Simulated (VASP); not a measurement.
Input of a VASP 6.6.1 run:

Contents of INCAR:

```
  ALGO = Normal
  EDIFF = 1E-6
  ENCUT = 600
  GGA = PE
  GGA_COMPAT = F
  ISIF = 2
  ISMEAR = 0
  LASPH = T
  LCHARG = T
  LELF = T
  LREAL = F
  LVHAR = T
  LWAVE = F
  NBANDS = 50
  NELM = 120
  PREC = Accurate
  SIGMA = 0.01
```

Contents of KPOINTS:

```
k-points
0
Gamma
  8 8 8
```

Contents of POSCAR:

```
Sn3PbO4
1.0
   -2.7625290052      2.7625290052      5.1992140793
    2.7625290052     -2.7625290052      5.1992140793
    2.7625290052      2.7625290052     -5.1992140793
Sn Pb O
3 1 4
Direct
    0.1422535414      0.1422535414      0.0000000000
    0.3595335338      0.8595335338      0.5000000000
    0.8595335338      0.3595335338      0.5000000000
    0.6266722559      0.6266722559      0.0000000000
    0.4985862025      0.0074173650      0.0000000000
    0.0074173650      0.4985862025      0.0000000000
    0.4985862025      0.4985862025      0.4911688376
    0.0074173650      0.0074173650      0.5088311624
```

Potentials or basis: VASP PAW PBE potentials, release 64 (Sn_d, Pb_d, O).

Run with:

```sh
$ cat potpaw_PBE.64/Sn_d/POTCAR potpaw_PBE.64/Pb_d/POTCAR potpaw_PBE.64/O/POTCAR > POTCAR
$ mpirun -np 1 vasp_std > vasp.out
```

Q: Predict the pressure.

A: 0.1 GPa.

Q: Estimate the largest force.

A: 0.077 eV/Å.

Forces in eV/Å, atoms in the order of the input:
```
Sn   0.000  0.000 -0.077
Sn   0.000  0.000  0.070
Sn   0.000  0.000  0.070
Pb   0.000  0.000 -0.043
O   -0.004  0.004 -0.005
O    0.004 -0.004 -0.005
O    0.004  0.004 -0.005
O   -0.004 -0.004 -0.005
```
